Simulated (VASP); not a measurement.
Wanted: the native input for a VASP 6.6.1 run.

```
Task                   : single point
Functional             : PBEsol
Potentials or basis    : VASP PAW PBE potentials, release 64 (Sc_sv)
Cutoff                 : 520 eV
k mesh                 : 14 × 14 × 14
Occupations            : fermi-dirac, width 0.1 eV
Spin                   : no spin polarisation
Dipole correction      : no
Further INCAR settings : ALGO = Normal; EDIFF = 1e-07; NBANDS = 12
```

The structure of Sc lies in POSCAR:

```
Sc
1.0
   -1.8395286601      1.8395286601      1.8395286601
    1.8395286601     -1.8395286601      1.8395286601
    1.8395286601      1.8395286601     -1.8395286601
Sc
1
Direct
    0.0000000000      0.0000000000      0.0000000000
```

This cell differs from its parent crystal: volume scaled by 1.04.

The input as run:

INCAR

```
PREC = Accurate
ENCUT = 520
EDIFF = 1E-7
ISMEAR = -1
SIGMA = 0.1
LREAL = F
LASPH = T
NELM = 80
ALGO = Normal
ISIF = 2
LWAVE = F
LCHARG = F
GGA = PS
NBANDS = 12
```

KPOINTS

```
Automatic mesh
0
Gamma
  14 14 14
```

Potentials or basis: VASP PAW PBE potentials, release 64 (Sc_sv).

Launch:

```bash
$ cat potpaw_PBE.64/Sc_sv/POTCAR > POTCAR
$ mpirun -np 1 vasp_std > vasp.out
```

Results of the run:

| Item | Value |
| --- | --- |
| Pressure | -2.0 GPa |

Caveat: the PAW data sets were made with another functional, which shifts forces and pressure a little.

It took 16 s on 1 thread of Intel(R) Xeon(R) Platinum 8259CL CPU @ 2.50GHz (Skylake/Cascade Lake), with other jobs on the host, peak memory 0.16 GiB.
